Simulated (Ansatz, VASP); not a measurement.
Two plane-wave programs on Hf

File INCAR:

```
SYSTEM = Hf
PREC = Accurate
ENCUT = 520
EDIFF = 1E-7
ISMEAR = -1
SIGMA = 0.1
LREAL = .False.
LASPH = .True.
NELM = 80
ALGO = Normal
ISIF = 2
LWAVE = .False.
LCHARG = .False.
GGA = B5
ALDAX = 1.0
AGGAX = 1.0
AGGAC = 1.0
ALDAC = 0.0
NBANDS = 11
```

KPOINTS

```
Automatic mesh
0
Gamma
  14 14 14
  0 0 0
```

Contents of POSCAR:

```
Hf
1.0
   -1.7399569609      1.7399569609      1.7399569609
    1.7399569609     -1.7399569609      1.7399569609
    1.7399569609      1.7399569609     -1.7399569609
Hf
1
Direct
    0.0000000000      0.0000000000      0.0000000000
```

Input for Ansatz:

```yaml
crystal:
  lattice:
    - [-1.7399569609, 1.7399569609, 1.7399569609]
    - [1.7399569609, -1.7399569609, 1.7399569609]
    - [1.7399569609, 1.7399569609, -1.7399569609]
  atoms:
    - { symbol: Hf, position: [0.0, 0.0, 0.0] }
hamiltonian:
  xc: blyp
  pseudopotentials:
    kind: paw
    azcp:
      Hf: "pseudopotentials/Hf.paw.azcp"
basis:
  ecutwfc: 420
  fft_grid_basis: typed
kpoints:
  mp_grid: { grid: [14, 14, 14], shift: [0, 0, 0] }
magnetization:
  spin_polarized: false
scf:
  occupations: { method: fermi_dirac, width: 0.1 }
  lower_state_search: "off"
output:
  stress: true
```

Alike in both runs: task single point; functional BLYP; k mesh 14 × 14 × 14; occupations fermi-dirac, width 0.1 eV; no spin polarisation.

```csv
,VASP,Ansatz
version,VASP 6.6.1,Ansatz 0.2.0
potentials or method,"VASP PAW PBE potentials, release 64 (Hf_pv), cutoff 520 eV","plane waves (420 eV) with PAW, scalar-relativistic"
valence electrons in the cell,10,26
```

```tsv
	VASP	Ansatz	Ansatz less VASP
pressure (GPa)	9.4	9.3	-0.13
```

VASP's potentials were made for PBE, not for BLYP. VASP's potentials hold 10 valence electrons a cell and Ansatz's 26, so a difference there can come from the potentials and not from the codes.

Spin-orbit coupling is off throughout.
